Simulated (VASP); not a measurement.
Set up this calculation in VASP 6.6.1, as the native input.

```yaml
Task: single point
Functional: r2SCAN
Potentials_or_basis: VASP PAW PBE potentials, release 64 (Ti_sv, Se, S)
Cutoff: 520 eV
k_mesh: 12 × 12 × 6
Occupations: gaussian, width 0.1 eV
Spin: no spin polarisation
Dipole_correction: no
Further_INCAR_settings: ALGO = Normal; EDIFF = 1e-06; NBANDS = 26
```

The system is Ti2SeS.

```
Ti Se S
1.0
     3.34218    0.00000    0.00000
    -1.67109    2.89441    0.00000
     0.00000    0.00000    6.62700
Ti Se S
2 1 1
Direct
  0.00000 0.00000 0.23800
  0.00000 0.00000 0.76200
  0.33333 0.66667 0.50000
  0.33333 0.66667 0.00000
```

These files were run (other wordings do the same):

POSCAR

```
Ti2SeS
1.0
    3.3421751103      0.0000000000      0.0000000000
   -1.6710875552      2.8944085494      0.0000000000
    0.0000000000      0.0000000000      6.6269985836
Ti Se S
2 1 1
Direct
    0.0000000000      0.0000000000      0.2379978993
    0.0000000000      0.0000000000      0.7620021007
    0.3333333333      0.6666666667      0.5000000000
    0.3333333333      0.6666666667      0.0000000000
```

INCAR.step1

```
PREC = Accurate
ENCUT = 520
ISMEAR = 0
SIGMA = 0.1
LREAL = F
LASPH = T
NELM = 60
NBANDS = 26
GGA = PE
ALGO = Normal
EDIFF = 1E-4
LWAVE = T
LCHARG = F
```

INCAR.step2

```
PREC = Accurate
ENCUT = 520
EDIFF = 1E-6
ISMEAR = 0
SIGMA = 0.1
LREAL = F
LASPH = T
NELM = 60
ALGO = Normal
ISIF = 2
LWAVE = F
LCHARG = F
METAGGA = R2SCAN
LMIXTAU = T
NBANDS = 26
ISTART = 1
```

KPOINTS

```
Automatic mesh
0
Gamma
  12 12 6
```

Potentials or basis: VASP PAW PBE potentials, release 64 (Ti_sv, Se, S).

Launch:

```console
$ cat potpaw_PBE.64/Ti_sv/POTCAR potpaw_PBE.64/Se/POTCAR potpaw_PBE.64/S/POTCAR > POTCAR
$ cp INCAR.step1 INCAR
$ mpirun -np 1 vasp_std > vasp.out
$ cp INCAR.step2 INCAR
$ mpirun -np 1 vasp_std > vasp.out
```

It gave:

```yaml
Pressure: -0.4 GPa
Largest_force: 0.046 eV/Å
Band_gap_on_the_k_mesh: zero (band 18 reaches 9.36 eV, above the bottom of band 19 at 9.12 eV)
```

Caveat: the PAW data sets were made with another functional, which shifts forces and pressure a little.

Run time: 3.4 min on 1 thread of Intel(R) Xeon(R) 6975P-C (Granite Rapids), on a shared host, peak memory 0.28 GiB.
